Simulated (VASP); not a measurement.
Input of a VASP 6.6.1 run:

Contents of INCAR:

```
SYSTEM = SiC
PREC     = Accurate       ! precision mode
ENCUT    = 600            ! plane-wave cutoff, eV
EDIFF    = 1E-6           ! SCF threshold, eV
ISMEAR   = 0              ! smearing method
SIGMA    = 0.01           ! smearing width, eV
LREAL    = .False.        ! projectors in reciprocal space
LASPH    = .True.         ! aspherical terms in the spheres
NELM     = 120            ! most SCF steps
ALGO     = Normal         ! electronic algorithm
ISIF     = 2              ! what is computed and relaxed
LWAVE    = .False.        ! write WAVECAR
LCHARG   = .False.        ! write CHGCAR
GGA      = PE             ! functional
NBANDS   = 11             ! bands
GGA_COMPAT= .False.
```

File KPOINTS:

```
regular mesh
0
Gamma
  16 16 16
  0 0 0
```

File POSCAR:

```
SiC
1.0
    0.0000000000      1.7639857877      1.7639857877
    1.7639857877      0.0000000000      1.7639857877
    1.7639857877      1.7639857877      0.0000000000
C Si
1 1
Direct
    0.0000000000      0.0000000000      0.0000000000
    0.5000000000      0.5000000000      0.5000000000
```

Potentials or basis: VASP PAW PBE potentials, release 64 (C, Si).

Run with:

```bash
$ cat potpaw_PBE.64/C/POTCAR potpaw_PBE.64/Si/POTCAR > POTCAR
$ mpirun -np 1 vasp_std > vasp.out
```

**Question.** Estimate the pressure.

**Answer.** 249.2 GPa.

**Question.** Predict the band gap on the k mesh.

**Answer.** 0.22 eV, indirect (least direct gap 6.38 eV).

A k mesh can miss the band edges.
